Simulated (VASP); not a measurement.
# BaTe (Fm-3m) in VASP: a series of runs

Runs on BaTe. Level: LDA. Tasks: single point.

Program: VASP 6.6.1. These are calculated values, not measurements. Logs are shortened: lines on timing, memory, paths and dates and some standing lists are left out, and cuts for length are marked.

**1. The cell of the first run**

It takes space group Fm-3m (No. 225, cubic). Conventional cell: a = 6.866 Å, b = 6.866 Å, c = 6.866 Å, α = 90.00°, β = 90.00°, γ = 90.00°. Within 4.5 Å of Ba (site symmetry m-3m) lie 6 Te at 3.43 Å. Te (site symmetry m-3m) has 6 Ba at 3.43 Å within 4.5 Å.

**2. Single point, LDA**

INCAR reads:

```
SYSTEM = BaTe
PREC = Accurate
ENCUT = 520
EDIFF = 1E-6
ISMEAR = 0
SIGMA = 0.01
LREAL = .False.
LASPH = .True.
NELM = 60
ALGO = Normal
ISIF = 2
LWAVE = .False.
LCHARG = .True.
LELF = .True.
LVHAR = .True.
NBANDS = 15
```

KPOINTS reads:

```
regular mesh
0
Gamma
  6 6 6
  0 0 0
```

POSCAR reads:

```
BaTe
1.0
    0.0000000000      3.4331448634      3.4331448634
    3.4331448634      0.0000000000      3.4331448634
    3.4331448634      3.4331448634      0.0000000000
Ba Te
1 1
Direct
    0.0000000000      0.0000000000      0.0000000000
    0.5000000000      0.5000000000      0.5000000000
```

Potentials or basis: VASP PAW LDA potentials, release 64 (Ba_sv, Te).

Launch:

```console
$ cat potpaw_LDA.64/Ba_sv/POTCAR potpaw_LDA.64/Te/POTCAR > POTCAR
$ mpirun -np 1 vasp_std > vasp.out
```

OUTCAR:

```text
SYSTEM = BaTe
   PREC = Accurate
   ENCUT = 520
   EDIFF = 1E-6
   ISMEAR = 0
   LREAL = .False.
   LASPH = .True.
   NELM = 60
   ISIF = 2

 ion  position               nearest neighbor table
   1  0.000  0.000  0.000-   2 3.43   2 3.43   2 3.43   2 3.43   2 3.43   2 3.43
   2  0.500  0.500  0.500-   1 3.43   1 3.43   1 3.43   1 3.43   1 3.43   1 3.43

  LATTYP: Found a face centered cubic cell.
 ALAT       =     6.8662897268

  Lattice vectors:

 A1 = (   0.0000000000,   3.4331448634,   3.4331448634)
 A2 = (   3.4331448634,   0.0000000000,   3.4331448634)
 A3 = (   3.4331448634,   3.4331448634,   0.0000000000)

Analysis of symmetry for initial positions (statically):
=====================================================================
 Subroutine PRICEL returns:
 Original cell was already a primitive cell.

 Routine SETGRP: Setting up the symmetry group for a
 face centered cubic supercell.

 Subroutine GETGRP returns: Found 48 space group operations
 (whereof 48 operations were pure point group operations)
 out of a pool of 48 trial point group operations.

The static configuration has the point symmetry O_h .

Analysis of symmetry for dynamics (positions and initial velocities):
=====================================================================
 Subroutine PRICEL returns:
 Original cell was already a primitive cell.

 Routine SETGRP: Setting up the symmetry group for a
 face centered cubic supercell.

 Subroutine GETGRP returns: Found 48 space group operations
 (whereof 48 operations were pure point group operations)
 out of a pool of 48 trial point group operations.

The dynamic configuration has the point symmetry O_h .

 Subroutine INISYM returns: Found 48 space group operations
 (whereof 48 operations are pure point group operations),
 and found     1 'primitive' translations

----------------------------------------------------------------------------------------

                                     Primitive cell

  volume of cell :      80.9294

  direct lattice vectors                    reciprocal lattice vectors
     0.000000000  3.433144863  3.433144863    -0.145639063  0.145639063  0.145639063
     3.433144863  0.000000000  3.433144863     0.145639063 -0.145639063  0.145639063
     3.433144863  3.433144863  0.000000000     0.145639063  0.145639063 -0.145639063

  length of vectors
     4.855200027  4.855200027  4.855200027     0.252254256  0.252254256  0.252254256

  position of ions in fractional coordinates (direct lattice)
     0.000000000  0.000000000  0.000000000
     0.500000000  0.500000000  0.500000000

  ion indices of the primitive-cell ions
   primitive index   ion index
                 1           1
                 2           2

----------------------------------------------------------------------------------------

 KPOINTS: regular mesh

Automatic generation of k-mesh.
 Grid dimensions read from file:
 generate k-points for:    6    6    6

 Generating k-lattice:

  Cartesian coordinates                     Fractional coordinates (reciprocal lattice)
    -0.024273177  0.024273177  0.024273177     0.166666667  0.000000000  0.000000000
     0.024273177 -0.024273177  0.024273177     0.000000000  0.166666667  0.000000000
     0.024273177  0.024273177 -0.024273177     0.000000000  0.000000000  0.166666667

  Length of vectors
     0.042042376  0.042042376  0.042042376

  Shift w.r.t. Gamma in fractional coordinates (k-lattice)
     0.000000000  0.000000000  0.000000000

 Subroutine IBZKPT returns following result:
 ===========================================

 Found     16 irreducible k-points:

 Following reciprocal coordinates:
            Coordinates               Weight
  0.000000  0.000000  0.000000      1.000000
  0.166667  0.000000  0.000000      8.000000
  0.333333  0.000000  0.000000      8.000000
  0.500000  0.000000  0.000000      4.000000
  0.166667  0.166667  0.000000      6.000000
  0.333333  0.166667  0.000000     24.000000
[... 8 lines left out ...]
 -0.333333  0.333333  0.166667     24.000000
 -0.333333  0.500000  0.166667     12.000000
   k-points           NKPTS =     16   k-points in BZ     NKDIM =     16   number of bands    NBANDS=     15
   number of dos      NEDOS =    301   number of ions     NIONS =      2
   total plane-waves  NPLWV =  46656
   dimension x,y,z NGX =    36 NGY =   36 NGZ =   36
   dimension x,y,z NGXF=    72 NGYF=   72 NGZF=   72
   ions per type =               1   1
   NGX,Y,Z   is equivalent  to a cutoff of  12.33, 12.33, 12.33 a.u.
   NGXF,Y,Z  is equivalent  to a cutoff of  24.65, 24.65, 24.65 a.u.
 SYSTEM =  BaTe
   PREC   = accura    normal or accurate (medium, high low for compatibility)
   ISTART =      0    job   : 0-new  1-cont  2-samecut
   ICHARG =      2    charge: 1-file 2-atom 10-const
   ISPIN  =      1    spin polarized calculation?
   LNONCOLLINEAR =      F non collinear calculations
   LSORBIT =      F    spin-orbit coupling
   LASPH  =      T    aspherical Exc in radial PAW
   ENCUT  =  520.0 eV  38.22 Ry    6.18 a.u.   9.03  9.03  9.03*2*pi/ulx,y,z
   NELM   =     60;   NELMIN=  2; NELMDL= -5     # of ELM steps
   EDIFF  = 0.1E-05   stopping-criterion for ELM
   LREAL  =      F    real-space projection
   EDIFFG = 0.1E-04   stopping-criterion for IOM
   NSW    =      0    number of steps for IOM
   IBRION =     -1    ionic relax: 0-MD 1-quasi-New 2-CG
   NFREE  =      0    steps in history (QN), initial steepest desc. (CG)
   ISIF   =      2    stress and relaxation
   ISYM   =      2    0-nonsym 1-usesym 2-fastsym
   POTIM  = 0.5000    time-step for ionic-motion
   TEBEG  =    0.0;   TEEND  =   0.0 temperature during run
   PSTRESS=    0.0 pullay stress
   NELECT =      16.0000    total number of electrons
   NUPDOWN=      -1.0000    fix difference up-down
   EMIN   =  10.00;   EMAX   =-10.00  energy-range for DOS
   EFERMI =   0.00;   METHOD = LEGACY
   ISMEAR =     0;   SIGMA  =   0.01  broadening in eV -4-tet -1-fermi 0-gaus
   EFERMI_NEDOS =   21; number of points for ismear=-14 and -15
   IALGO  =     38    algorithm
   IMIX   =      4    mixing-type and parameters
     AMIX     =   0.40;   BMIX     =  1.00
     AMIX_MAG =   1.60;   BMIX_MAG =  1.00
  volume/ion in A,a.u.               =      40.46       273.07
  Fermi-wavevector in a.u.,A,eV,Ry     =   0.953702  1.802235 12.375145  0.909548
  Thomas-Fermi vector in A             =   2.082381
   LORBIT       =      0    0 simple, 1 ext, 2 COOP (PROOUT), +10 PAW based schemes
   GGA     = CA    functional components
   LHFCALC =     F    Hartree Fock is set to
   AEXX    =    0.0000 exact exchange contribution
   IVDW    =     0    specifies the selected vdW correction
   LEPSILON=     F    determine dielectric tensor
   LRPA    =     F    only Hartree local field effects (RPA)
 non-spin polarized calculation
 Gauss-broadening in eV      SIGMA  =   0.01
  energy-cutoff  :      520.00
  volume of cell :       80.93
 maximum number of plane-waves:      2202
   NGX = 17   NGY = 17   NGZ = 17

 number of electron      16.0000000 magnetization

 Free energy of the ion-electron system (eV)
  ---------------------------------------------------
  ext. energy  EPLUGINS =         0.00000000
  ---------------------------------------------------
  free energy    TOTEN  =        -9.60973896 eV

  energy without entropy =       -9.60973896  energy(sigma->0) =       -9.60973896

 E-fermi :   2.5334     XC(G=0):  -8.7694

 val. band max:        2.4681062305   @ k =   0.0000   0.0000   0.0000
 cond. band min:       3.7249095953   @ k =   0.5000   0.5000   0.0000
 fundamental gap:      1.2568033648
 Fermi energy:         2.5334108676

 k-point     1 :       0.0000    0.0000    0.0000
  band No.  band energies     occupation
      1     -24.3426      2.00000
      2      -9.5279      2.00000
      3      -9.5279      2.00000
      4      -9.5279      2.00000
      5      -7.2720      2.00000
      6       2.4681      2.00000
      7       2.4681      2.00000
      8       2.4681      2.00000
      9       5.2351      0.00000
     10       5.2351      0.00000
     11       5.2351      0.00000
     12       5.3918      0.00000
     13       5.9674      0.00000
     14       5.9674      0.00000
     15       9.3052      0.00000

 k-point     2 :       0.1667    0.0000    0.0000
  band No.  band energies     occupation
      1     -24.3379      2.00000
      2      -9.7030      2.00000
      3      -9.5314      2.00000
      4      -9.5314      2.00000
      5      -7.0155      2.00000
      6       1.5769      2.00000
      7       2.0309      2.00000
      8       2.0309      2.00000
      9       5.3044      0.00000
     10       5.5975      0.00000
     11       5.5975      0.00000
     12       6.5418      0.00000
     13       6.8082      0.00000
     14       6.8082      0.00000
     15      10.2091      0.00000

 k-point     3 :       0.3333    0.0000    0.0000
  band No.  band energies     occupation
      1     -24.3284      2.00000
      2      -9.9837      2.00000
      3      -9.5382      2.00000
      4      -9.5382      2.00000
      5      -6.5557      2.00000
      6       0.4557      2.00000
      7       1.4291      2.00000
      8       1.4291      2.00000
      9       5.7684      0.00000
     10       6.5231      0.00000
     11       6.5231      0.00000
     12       7.9415      0.00000
     13       8.5907      0.00000
     14       8.5907      0.00000
     15      10.7359      0.00000

 k-point     4 :       0.5000    0.0000    0.0000
  band No.  band energies     occupation
      1     -24.3237      2.00000
      2     -10.1024      2.00000
      3      -9.5416      2.00000
      4      -9.5416      2.00000
      5      -6.3371      2.00000
      6       0.0114      2.00000
      7       1.1950      2.00000
      8       1.1950      2.00000
      9       6.6216      0.00000
     10       7.2367      0.00000
     11       7.3583      0.00000
     12       7.3583      0.00000
     13       9.4799      0.00000
     14       9.4799      0.00000
     15      10.2677      0.00000
[... 163 lines left out ...]
 k-point    14 :       0.5000    0.3333    0.1667
  band No.  band energies     occupation
      1     -24.3222      2.00000
      2      -9.8981      2.00000
      3      -9.6486      2.00000
      4      -9.5831      2.00000
      5      -6.6869      2.00000
      6       0.6731      2.00000
      7       1.4226      2.00000
      8       1.7109      2.00000
      9       5.0837      0.00000
     10       6.8801      0.00000
     11       7.3890      0.00000
     12       7.5694      0.00000
     13       8.1911      0.00000
     14       9.6474      0.00000
     15      10.2661      0.00000

 k-point    15 :      -0.3333    0.3333    0.1667
  band No.  band energies     occupation
      1     -24.3190      2.00000
      2      -9.8979      2.00000
      3      -9.6779      2.00000
      4      -9.6137      2.00000
      5      -6.6622      2.00000
      6       0.7391      2.00000
      7       1.4100      2.00000
      8       1.4278      2.00000
      9       5.9570      0.00000
     10       6.0750      0.00000
     11       7.8831      0.00000
     12       7.9686      0.00000
     13       8.0841      0.00000
     14       9.8764      0.00000
     15      10.9353      0.00000

 k-point    16 :      -0.3333    0.5000    0.1667
  band No.  band energies     occupation
      1     -24.3175      2.00000
      2      -9.7630      2.00000
      3      -9.7176      2.00000
      4      -9.6798      2.00000
      5      -6.8405      2.00000
      6       1.2729      2.00000
      7       1.3669      2.00000
      8       1.6673      2.00000
      9       4.8624      0.00000
     10       6.9816      0.00000
     11       7.2342      0.00000
     12       7.9088      0.00000
     13       8.3099      0.00000
     14       9.1778      0.00000
     15      10.7237      0.00000

------------------------ aborting loop because EDIFF is reached ----------------------------------------

  FORCE on cell =-STRESS in cart. coord.  units (eV):
  Direction    XX          YY          ZZ          XY          YZ          ZX
  --------------------------------------------------------------------------------------
  -------------------------------------------------------------------------------------
  Total        0.2351454      0.2351454      0.2351454      0.0000000     -0.0000000     -0.0000000
  in kB        4.6552254      4.6552254      4.6552254      0.0000000     -0.0000000     -0.0000000
  external PRESSURE =       4.6552254 kB  Pullay stress =       0.0000000 kB

 VOLUME and BASIS-vectors are now :
 -----------------------------------------------------------------------------
  energy-cutoff  :      520.00
  volume of cell :       80.93
      direct lattice vectors                 reciprocal lattice vectors
     0.000000000  3.433144863  3.433144863    -0.145639063  0.145639063  0.145639063
     3.433144863  0.000000000  3.433144863     0.145639063 -0.145639063  0.145639063
     3.433144863  3.433144863  0.000000000     0.145639063  0.145639063 -0.145639063

 POSITION                                       TOTAL-FORCE (eV/Angst)
 -----------------------------------------------------------------------------------
      0.00000      0.00000      0.00000         0.000000      0.000000      0.000000
      3.43314      3.43314      3.43314         0.000000      0.000000     -0.000000
 -----------------------------------------------------------------------------------
    total drift:                                0.000000      0.000000      0.000000

  FREE ENERGIE OF THE ION-ELECTRON SYSTEM (eV)
  ---------------------------------------------------
  free  energy   TOTEN  =        -9.6097389640 eV

  energy  without entropy=       -9.6097389640  energy(sigma->0) =       -9.60973896
```

Run time: 18 s. Hardware: 1 thread of Intel Xeon 6975P-C, shared host; peak memory 0.18 GiB.

What came out:

```yaml
Free_energy: -9.6097 eV
Pressure: 0.5 GPa
Band_gap_on_the_k_mesh: 1.26 eV, indirect (least direct gap 1.64 eV)
```

Levels at points of the mesh, in eV from the valence-band top:
```tsv
k point	band 4	band 5	band 6	band 7	band 8	band 9	band 10	band 11	band 12	band 13
(0.00, 0.00, 0.00)	-12.00	-9.74	0.00	0.00	0.00	2.77	2.77	2.77	2.92	3.50
(0.50, 0.00, 0.00)	-12.01	-8.81	-2.46	-1.27	-1.27	4.15	4.77	4.89	4.89	7.01
(0.50, 0.50, 0.00)	-12.11	-9.52	-1.16	-0.38	-0.38	1.26	4.47	4.72	5.78	5.83
```

Caveat: spin-orbit coupling is left out, which moves the levels of the heavy elements.

**3. Single point, LDA**

INCAR reads:

```
SYSTEM = BaTe
PREC = Accurate
ENCUT = 520
EDIFF = 1E-6
ISMEAR = 0
SIGMA = 0.01
LREAL = .FALSE.
LASPH = .TRUE.
NELM = 60
ALGO = Normal
ISIF = 2
LWAVE = .FALSE.
LCHARG = .FALSE.
GGA = CA
NBANDS = 15
```

KPOINTS reads:

```
regular mesh
0
G
  6 6 6
  0 0 0
```

POSCAR is that of step 2.

Potentials or basis: VASP PAW LDA potentials, release 64 (Ba_sv, Te).

Launch:

```console
$ cat potpaw_LDA.64/Ba_sv/POTCAR potpaw_LDA.64/Te/POTCAR > POTCAR
$ mpirun -np 1 vasp_std > vasp.out
```

Run time: 16 s. Hardware: 1 thread of Intel Xeon 6975P-C, shared host; peak memory 0.18 GiB.

Results (log left out):

| Property | Result |
| --- | --- |
| Free energy | -9.6097 eV |
| Pressure | 0.5 GPa |
| Band gap on the k mesh | 1.26 eV, indirect (least direct gap 1.64 eV) |

Levels at points of the mesh, in eV from the valence-band top:
```csv
k point,band 5,band 6,band 7,band 8,band 9,band 10,band 11,band 12
"(0.00, 0.00, 0.00)",-9.74,0.00,0.00,0.00,2.77,2.77,2.77,2.92
"(0.50, 0.00, 0.00)",-8.81,-2.46,-1.27,-1.27,4.15,4.77,4.89,4.89
"(0.50, 0.50, 0.00)",-9.52,-1.16,-0.38,-0.38,1.26,4.47,4.72,5.78
```

Caveat: spin-orbit coupling is left out, which moves the levels of the heavy elements.

**4. Single point, LDA**

This run uses another cell than the first one, of 39.86 Å³/atom, 0.985 times its volume.

INCAR reads:

```
  ALGO = Normal
  EDIFF = 1E-6
  ENCUT = 520
  GGA = CA
  ISIF = 2
  ISMEAR = 0
  LASPH = T
  LCHARG = F
  LREAL = F
  LWAVE = F
  NBANDS = 15
  NELM = 100
  PREC = Accurate
  SIGMA = 0.01
```

KPOINTS reads:

```
k-points
0
Gamma
  6 6 6
```

POSCAR reads:

```
BaTe
1.0
    0.0000000000      3.4159791391      3.4159791391
    3.4159791391      0.0000000000      3.4159791391
    3.4159791391      3.4159791391      0.0000000000
Ba Te
1 1
Direct
    0.0000000000      0.0000000000      0.0000000000
    0.5000000000      0.5000000000      0.5000000000
```

Launch:

```console
$ cat potpaw_LDA.64/Ba_sv/POTCAR potpaw_LDA.64/Te/POTCAR > POTCAR
$ mpirun -np 1 vasp_std > vasp.out
```

It took 15 s on 1 thread of Intel Xeon 6975P-C, shared host; peak memory 0.18 GiB.

The run converged. Its results:

```yaml
Free_energy: -9.6041 eV
Pressure: 1.0 GPa
Band_gap_on_the_k_mesh: 1.22 eV, indirect (least direct gap 1.60 eV)
```

Levels at points of the mesh, in eV from the valence-band top:
```csv
k point,band 6,band 7,band 8,band 9,band 10,band 11
"(0.00, 0.00, 0.00)",0.00,0.00,0.00,2.75,2.75,2.75
"(0.50, 0.00, 0.00)",-2.50,-1.31,-1.31,4.17,4.80,4.92
"(0.50, 0.50, 0.00)",-1.16,-0.38,-0.38,1.22,4.50,4.79
```

Caveat: spin-orbit coupling is left out, which moves the levels of the heavy elements.
